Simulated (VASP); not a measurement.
Write the native input for VASP 6.6.1 that does the following.

```
Task                   : single point
Functional             : LDA
Potentials or basis    : VASP PAW LDA potentials, release 64 (Mg, S)
Cutoff                 : 520 eV
k mesh                 : 8 × 8 × 8
Occupations            : gaussian, width 0.05 eV
Spin                   : no spin polarisation
Dipole correction      : no
Further INCAR settings : ALGO = Normal; EDIFF = 1e-07; NBANDS = 11
```

The structure of MgS lies in POSCAR:

```
MgS
1.0
    0.0000000000      2.6666912500      2.4715675000
    2.6666912500      0.0000000000      2.4715675000
    2.6666912500      2.6666912500      0.0000000000
Mg S
1 1
Direct
    0.0000000000      0.0000000000      0.0000000000
    0.5000000000      0.5000000000      0.5000000000
```

This cell differs from its parent crystal: strain +0.025 along x and y, -0.050 along z.

The input as run:

INCAR

```
SYSTEM = MgS
ALGO     = Normal         ! electronic algorithm
EDIFF    = 1E-7           ! SCF threshold, eV
ENCUT    = 520            ! plane-wave cutoff, eV
ISIF     = 2              ! what is computed and relaxed
ISMEAR   = 0              ! smearing method
LASPH    = .TRUE.         ! aspherical terms in the spheres
LCHARG   = .TRUE.         ! write CHGCAR
LELF     = .TRUE.         ! ELF
LREAL    = .FALSE.        ! projectors in reciprocal space
LVHAR    = .TRUE.       
LWAVE    = .FALSE.        ! write WAVECAR
NBANDS   = 11             ! bands
NELM     = 60             ! most SCF steps
PREC     = Accurate       ! precision mode
SIGMA    = 0.05           ! smearing width, eV
```

KPOINTS

```
k-points
0
G
  8 8 8
  0 0 0
```

Potentials or basis: VASP PAW LDA potentials, release 64 (Mg, S).

The run is started by

```sh
$ cat potpaw_LDA.64/Mg/POTCAR potpaw_LDA.64/S/POTCAR > POTCAR
$ mpirun -np 1 vasp_std > vasp.out
```

Results of the run:

```yaml
Pressure: -2.8 GPa
Band_gap_on_the_k_mesh: 2.26 eV, indirect (least direct gap 3.39 eV)
```

Caveat: the cell differs from its parent crystal (strain +0.025 along x and y, -0.050 along z).

It took 9.9 s on 1 thread of Intel(R) Xeon(R) 6975P-C (Granite Rapids), on a shared host, peak memory 0.14 GiB.
